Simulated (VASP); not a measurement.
Here is a VASP 6.6.1 calculation.

File INCAR:

```
SYSTEM = Pt8Se15
ALGO     = Normal         ! electronic algorithm
EDIFF    = 1E-6           ! SCF threshold, eV
ENCUT    = 520            ! plane-wave cutoff, eV
GGA      = PE             ! functional
ISIF     = 2              ! what is computed and relaxed
ISMEAR   = 1              ! smearing method
LASPH    = .TRUE.         ! aspherical terms in the spheres
LCHARG   = .FALSE.        ! write CHGCAR
LREAL    = Auto         
LWAVE    = .FALSE.        ! write WAVECAR
NBANDS   = 102            ! bands
NELM     = 80             ! most SCF steps
PREC     = Accurate       ! precision mode
SIGMA    = 0.15           ! smearing width, eV
```

File KPOINTS:

```
k-points
0
G
  2 2 2
  0 0 0
```

The input POSCAR:

```
Pt8Se15
1.0
    7.5301619300     -0.0000000400      0.0000000000
   -3.7650800000      6.5213120800      0.0000000000
    0.0000000000      0.0000000000     10.1632320000
Se Pt
15 8
Direct
    0.1633626551      0.3264183619      0.1196627215
    0.3351485812      0.1785810891      0.3824679000
    0.3319856923      0.1541372351      0.8689495625
    0.1642734393      0.8226028659      0.1193243449
    0.3361761433      0.6720483485      0.3839118304
    0.1680963658      0.8432338369      0.6302498064
    0.3029344803      0.6055594279      0.8417200355
    0.6738740663      0.3474425084      0.1292253291
    0.8437359138      0.1785800188      0.3824672112
    0.6721259016      0.3439475062      0.6339058284
    0.8224587049      0.1541386182      0.8689497593
    0.6586356003      0.8226021022      0.1193239513
    0.8283549247      0.6564085541      0.3706654537
    0.6754420363      0.8432349134      0.6302503967
    0.8305656070      0.6608240766      0.8674552544
   -0.0042925563     -0.0088916156     -0.0048112648
    0.0040055171      0.0077071914      0.5003854089
   -0.0042725861      0.4901754372     -0.0083472462
    0.0053324857      0.5097943419      0.5046120171
    0.4945549214     -0.0111966701     -0.0042610461
    0.5055538870      0.0108036572      0.5063187577
    0.4947546600      0.4901743668     -0.0083474430
    0.5047647956      0.5097946517      0.5046134930
```

Potentials or basis: VASP PAW PBE potentials, release 64 (Se, Pt).

Launch:

```console
$ cat potpaw_PBE.64/Se/POTCAR potpaw_PBE.64/Pt/POTCAR > POTCAR
$ mpirun -np 1 vasp_std > vasp.out
```

**Question.** Predict the band gap on the k mesh.

**Answer.** Zero (bands 85 and 86 overlap by 0.32 eV).

**Question.** Estimate the pressure.

**Answer.** 0.5 GPa.

Forces on the atoms (eV/Å):
```
Se   0.000 -0.045  0.053
Se  -0.006 -0.041 -0.048
Se  -0.017  0.032 -0.057
Se  -0.028 -0.005  0.018
Se   0.000 -0.029 -0.069
Se   0.002 -0.055 -0.043
Se   0.000  0.698  0.641
Se   0.000 -0.234 -0.112
Se   0.006 -0.041 -0.048
Se   0.000 -0.019 -0.047
Se   0.017  0.032 -0.057
Se   0.028 -0.005  0.018
Se   0.000  0.055  0.001
Se  -0.002 -0.055 -0.043
Se   0.000 -0.036  0.015
Pt   0.000 -0.008 -0.015
Pt   0.000  0.024  0.007
Pt  -0.031 -0.011  0.091
Pt   0.011 -0.043 -0.096
Pt   0.000 -0.134 -0.157
Pt   0.000 -0.030 -0.048
Pt   0.031 -0.011  0.091
Pt  -0.011 -0.043 -0.096
```

Caveat: the k points lie up to 0.48 Å⁻¹ apart; spin-orbit coupling is left out, which moves the levels of the heavy elements.
